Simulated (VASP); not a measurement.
GaP:

```xyz
2
Lattice="2.7252 2.7252 0.0000 -2.7252 2.7252 0.0000 0.0000 2.7252 2.7252" Properties=species:S:1:pos:R:3 pbc="T T T"
Ga    0.0000    0.0000    0.0000
P     1.3626    4.0879    1.3626
```

```yaml
Program: VASP 6.6.1
Task: relaxation of cell and atoms
Functional: LDA
Potentials_or_basis: VASP PAW LDA potentials, release 64 (Ga_d, P)
Cutoff: 600 eV
k_mesh: 12 × 12 × 12
Occupations: fermi-dirac, width 0.08 eV
Spin: no spin polarisation
```

At the start: pressure -2.7 GPa; volume 20.24 Å³/atom.

Q: How do energy, volume and symmetry change on relaxing?

A: Over 11 steps the energy falls by 5.4 meV/atom and the volume is 19.61 Å³/atom (-3.1 %); space group F-43m (No. 216, to 0.05 Å).

Step by step:
```tsv
step	energy change (eV)	largest force (eV/Å)	pressure (GPa)	volume (Å³)
1	0.0000	0.0000	-2.67	40.48
2	-0.0073	0.0000	1.67	38.53
3	-0.0108	0.0000	-0.08	39.22
4	-0.0108	0.0000	0.11	39.19
5	-0.0108	0.0000	-0.10	39.26
6	-0.0108	0.0000	0.04	39.22
7	-0.0108	0.0000	-0.06	39.23
8	-0.0108	0.0000	0.07	39.22
9	-0.0108	0.0000	-0.06	39.23
10	-0.0108	0.0000	-0.03	39.22
11	-0.0108	0.0000	-0.01	39.22
```

Final structure:
```xyz
2
Lattice="2.6967 2.6967 0.0000 -2.6967 2.6967 0.0000 0.0000 2.6967 2.6967" Properties=species:S:1:pos:R:3 pbc="T T T"
Ga    0.0000    0.0000    0.0000
P     1.3484    4.0451    1.3484
```
